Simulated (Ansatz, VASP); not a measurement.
GaN in VASP and in Ansatz

```
Ga N
1.0
     0.00000   -2.24909   -2.27900
     0.00000    2.24909   -2.27900
     4.55801    0.00000    0.00000
Ga N
2 2
Direct
  0.49922 0.49922 0.50000
  0.00078 0.00078 0.00000
  0.00645 0.49355 0.25000
  0.49355 0.00645 0.75000
```

Change from the starting cell: mode 11 frozen in at -0.029 Å, equal normal strain along x and y +0.0133.

Alike in both runs: task single point; functional PBEsol; k mesh 8 × 8 × 6; occupations gaussian, width 0.05 eV; no spin polarisation.

|  | VASP | Ansatz |
| --- | --- | --- |
| version | VASP 6.6.1 | Ansatz 0.2.0 |
| potentials or method | VASP PAW PBE potentials, release 64 (Ga_d, N), cutoff 520 eV | scalar-relativistic, plane waves, PAW |
| valence electrons in the cell | 36 | 36 |

```csv
,VASP,Ansatz,Ansatz less VASP
gap on the k mesh at the Fermi level (eV),1.51,1.50,-0.014
least direct gap on the mesh (eV),1.51,1.50,-0.014
pressure (GPa),-4.8,-4.6,+0.20
"traceless stress, the component that is largest in VASP (GPa)",0.99,0.98,-0.010
rms of the force components (eV/Å),0.229,0.231,+0.0022
```

VASP's potentials were made for PBE, not for PBEsol, and Ansatz warns of the same on its side. Atom by atom the forces differ by 0.002 eV/Å (rms over components).
